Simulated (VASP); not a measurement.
The system is SrMg3.

```
Sr Mg
1.0
     4.94000    0.00000    0.00000
     0.00000    4.94000    0.00000
     0.00000    0.00000    4.94000
Sr Mg
1 3
Cartesian
  0.0000 0.0000 0.0000
  0.0000 2.4700 2.4700
  2.4700 0.0000 2.4700
  2.4700 2.4700 0.0000
```

```yaml
Program: VASP 6.6.1
Task: relaxation of cell and atoms
Functional: LDA
Potentials_or_basis: VASP PAW LDA potentials, release 64 (Sr_sv, Mg)
Cutoff: 600 eV
k_mesh: 4 × 4 × 4
Occupations: fermi-dirac, width 0.05 eV
Spin: no spin polarisation
```

At the start: pressure -1.9 GPa; volume 30.14 Å³/atom.

Q: How do energy, volume and symmetry change on relaxing?

A: Over 3 steps the energy falls by 14.4 meV/atom and the volume is 27.94 Å³/atom (-7.3 %); space group Pm-3m (No. 221, to 0.1 Å) before and after.

The path:
| step | energy change (eV) | largest force (eV/Å) | pressure (GPa) | volume (Å³) |
| --- | --- | --- | --- | --- |
| 1 | 0.0000 | 0.0000 | -1.94 | 120.55 |
| 2 | -0.0519 | 0.0000 | -0.67 | 114.31 |
| 3 | -0.0577 | 0.0000 | -0.04 | 111.75 |

Final structure:
```
Sr Mg
1.0
     4.81668    0.00000    0.00000
     0.00000    4.81668    0.00000
     0.00000    0.00000    4.81668
Sr Mg
1 3
Cartesian
  0.0000 0.0000 0.0000
  0.0000 2.4083 2.4083
  2.4083 0.0000 2.4083
  2.4083 2.4083 0.0000
```
